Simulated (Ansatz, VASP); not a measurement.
**Li4SiN in VASP and in Ansatz**

The input INCAR:

```
SYSTEM = Li4SiN
  PREC = Accurate
  ENCUT = 520
  EDIFF = 1E-7
  ISMEAR = 0
  SIGMA = 0.1
  LREAL = .FALSE.
  LASPH = .TRUE.
  NELM = 60
  ALGO = Normal
  ISIF = 2
  LWAVE = .FALSE.
  LCHARG = .FALSE.
  GGA = PE
  NBANDS = 20
```

KPOINTS

```
regular mesh
0
G
  4 4 4
  0 0 0
```

POSCAR

```
Li4SiN
1.0
    4.5844542600      0.0000000000      0.0000000000
    0.0000000000      4.5844542600      0.0000000000
    0.0000000000      0.0000000000      3.9176321100
Li Si N
4 1 1
Direct
    0.7437507600      0.7437507600      0.5692125100
    0.2562492400      0.2562492400      0.5692125100
    0.2562492400      0.7437507600      0.5692125100
    0.7437507600      0.2562492400      0.5692125100
    0.0000000000      0.0000000000      0.0304217300
    0.5000000000      0.5000000000      0.9431869300
```

Input for Ansatz:

```yaml
crystal:
  lattice:
    - [4.58445426, 0.0, 0.0]
    - [0.0, 4.58445426, 0.0]
    - [0.0, 0.0, 3.91763211]
  atoms:
    - { symbol: Li, position: [0.74375076, 0.74375076, 0.56921251] }
    - { symbol: Li, position: [0.25624924, 0.25624924, 0.56921251] }
    - { symbol: Li, position: [0.25624924, 0.74375076, 0.56921251] }
    - { symbol: Li, position: [0.74375076, 0.25624924, 0.56921251] }
    - { symbol: Si, position: [0.0, 0.0, 0.03042173] }
    - { symbol: "N", position: [0.5, 0.5, 0.94318693] }
basis:
  ecutwfc: 420
kpoints:
  mp_grid: { grid: [4, 4, 4] }
hamiltonian:
  xc: pbe
scf:
  occupations: { method: gaussian, width: 0.1 }
  lower_state_search: "off"
output:
  forces: true
  stress: true
  eigenvalues: true
```

Alike in both runs: task single point; functional PBE; k mesh 4 × 4 × 4; occupations gaussian, width 0.1 eV; no spin polarisation.

```csv
,VASP,Ansatz
version,VASP 6.6.1,Ansatz 0.2.0
potentials or method,"VASP PAW PBE potentials, release 64 (Li_sv, Si, N), cutoff 520 eV","scalar-relativistic, plane waves, PAW"
valence electrons in the cell,21,21
```

```csv
,VASP,Ansatz,Ansatz less VASP
gap on the k mesh at the Fermi level (eV),none,none,-
rms of the force components (eV/Å),0.365,0.363,-0.0017
```

Atom by atom the forces differ by 0.003 eV/Å (rms over components). A gap of «none» marks a metal or a gap that the smearing closes.

The k mesh is coarse, so the values compare programs but aren't converged. Noted on VASP's run: the cutoff is short for stress, so the pressure is rough.
